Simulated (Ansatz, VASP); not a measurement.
# Two plane-wave programs on KZnF3

INCAR

```
SYSTEM = KZnF3
  ALGO = Normal
  EDIFF = 1E-6
  ENCUT = 520
  GGA = PE
  ISIF = 2
  ISMEAR = -1
  LASPH = .TRUE.
  LCHARG = .FALSE.
  LREAL = .FALSE.
  LWAVE = .FALSE.
  NBANDS = 29
  NELM = 80
  PREC = Accurate
  SIGMA = 0.05
```

Contents of KPOINTS:

```
k-points
0
G
  7 7 7
  0 0 0
```

POSCAR

```
KZnF3
1.0
    4.0500000000      0.0000000000      0.0000000000
    0.0000000000      4.0500000000      0.0000000000
    0.0000000000      0.0000000000      4.0500000000
Zn K F
1 1 3
Direct
    0.4923310000      0.5043150000      0.5039860000
    0.0047510000      0.0091890000     -0.0018480000
    0.5085310000     -0.0050360000      0.5084090000
   -0.0024460000      0.5039090000      0.5001400000
    0.5013440000      0.5103650000      0.0034290000
```

File input.yaml:

```yaml
crystal:
  lattice:
    - [4.05, 0.0, 0.0]
    - [0.0, 4.05, 0.0]
    - [0.0, 0.0, 4.05]
  atoms:
    - { symbol: Zn, position: [0.492331, 0.504315, 0.503986] }
    - { symbol: K, position: [0.004751, 0.009189, -0.001848] }
    - { symbol: F, position: [0.508531, -0.005036, 0.508409] }
    - { symbol: F, position: [-0.002446, 0.503909, 0.50014] }
    - { symbol: F, position: [0.501344, 0.510365, 0.003429] }
hamiltonian:
  xc: pbe
  pseudopotentials: { kind: paw }
kpoints:
  mp_grid: { grid: [7, 7, 7] }
scf:
  occupations: { method: fermi_dirac, width: 0.05 }
output:
  forces: true
  stress: true
  eigenvalues: true
```

Change from the starting cell: atoms moved at random, drawn with an rms of 0.05 Å.

Alike in both runs: task single point; functional PBE; k mesh 7 × 7 × 7; occupations fermi-dirac, width 0.05 eV; no spin polarisation.

```csv
,VASP,Ansatz
version,VASP 6.6.1,Ansatz 0.2.0
potentials or method,"VASP PAW PBE potentials, release 64 (Zn, K_sv, F)",Ansatz PAW
plane-wave cutoff (eV),520,420
valence electrons in the cell,42,42
```

Ansatz gave:

| Quantity | Value |
| --- | --- |
| gap on the k mesh at the Fermi level (eV) | 3.97 |
| least direct gap on the mesh (eV) | 5.67 |
| pressure (GPa) | 4.6 |
| traceless stress, the component that is largest in VASP (GPa) | 0.07 |
| rms of the force components (eV/Å) | 0.155 |

Q: What did VASP give for the same quantities?

A: gap on the k mesh at the Fermi level (eV): 3.90; least direct gap on the mesh (eV): 5.63; pressure (GPa): 5.1; traceless stress, the component that is largest in VASP (GPa): 0.08; rms of the force components (eV/Å): 0.165.

Atom by atom the forces differ by 0.013 eV/Å (rms over components). The functional is the same, so the differences come from potentials, cutoffs and numerics.

Noted on Ansatz's run: odd divisions of the mesh miss points on the zone boundary, where band edges often lie, so the gap on the mesh can be too wide.
